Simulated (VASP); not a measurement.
Write the native input for VASP 6.6.1 that does the following.

- Task: single point
- Functional: PBE
- Potentials or basis: VASP PAW PBE potentials, release 64 (Tl_d, Pt, N)
- Cutoff: 520 eV
- k mesh: 8 × 8 × 4
- Occupations: gaussian, width 0.1 eV
- Spin: no spin polarisation
- Dipole correction: no
- k mesh for the DOS: 12 × 12 × 6
- Occupations for the DOS: tetrahedron
- Further INCAR settings: ALGO = Normal; EDIFF = 1e-06

TlPtN:

```xyz
6
Lattice="4.1550 0.0000 0.0000 0.0000 4.1550 0.0000 0.0000 0.0000 7.7208" Properties=species:S:1:pos:R:3 pbc="T T T"
Tl    0.0000    0.0000    6.1470
Tl    0.0000    0.0000    1.5739
Pt    2.0775    2.0775    1.2895
Pt    2.0775    2.0775    6.4314
N     2.0775    2.0775    3.2906
N     2.0775    2.0775    4.4302
```

These files were run (other wordings do the same):

POSCAR

```
TlPtN
1.0
    4.1550427445      0.0000000000      0.0000000000
    0.0000000000      4.1550427445      0.0000000000
    0.0000000000      0.0000000000      7.7208488027
Tl Pt N
2 2 2
Direct
    0.0000000000      0.0000000000      0.7961542110
    0.0000000000      0.0000000000      0.2038457890
    0.5000000000      0.5000000000      0.1670136547
    0.5000000000      0.5000000000      0.8329863453
    0.5000000000      0.5000000000      0.4262027475
    0.5000000000      0.5000000000      0.5737972525
```

INCAR.step1

```
PREC = Accurate ; ENCUT = 520
EDIFF = 1E-6 ; ISMEAR = 0
SIGMA = 0.1 ; LREAL = F
LASPH = T ; NELM = 100
ALGO = Normal ; ISIF = 2
LWAVE = F ; LCHARG = T
LMAXMIX = 4 ; GGA = PE
NBANDS = 37
```

KPOINTS.step1

```
Automatic mesh
0
Gamma
  8 8 4
```

INCAR.step2

```
PREC = Accurate ; ENCUT = 520
EDIFF = 1E-6 ; ISMEAR = -5
SIGMA = 0.1 ; LREAL = F
LASPH = T ; NELM = 100
ALGO = Normal ; ISIF = 2
LWAVE = F ; LCHARG = F
LMAXMIX = 4 ; GGA = PE
LORBIT = 10 ; NEDOS = 1001
ICHARG = 11
```

KPOINTS.step2

```
Automatic mesh
0
Gamma
  12 12 6
```

Potentials or basis: VASP PAW PBE potentials, release 64 (Tl_d, Pt, N).

The run is started by

```console
$ cat potpaw_PBE.64/Tl_d/POTCAR potpaw_PBE.64/Pt/POTCAR potpaw_PBE.64/N/POTCAR > POTCAR
$ cp INCAR.step1 INCAR
$ cp KPOINTS.step1 KPOINTS
$ mpirun -np 1 vasp_std > vasp.out
$ cp INCAR.step2 INCAR
$ cp KPOINTS.step2 KPOINTS
$ mpirun -np 1 vasp_std > vasp.out
```

It gave:

```
Valence electrons inside the program's atomic spheres : Tl 11.19; Pt 9.25; N 3.86
```

Caveat: the standard files for N, O and F lose accuracy on very short bonds.

Run time: 3.2 min on 1 thread of Intel(R) Xeon(R) 6975P-C (Granite Rapids) (shared host), peak memory 0.55 GiB.
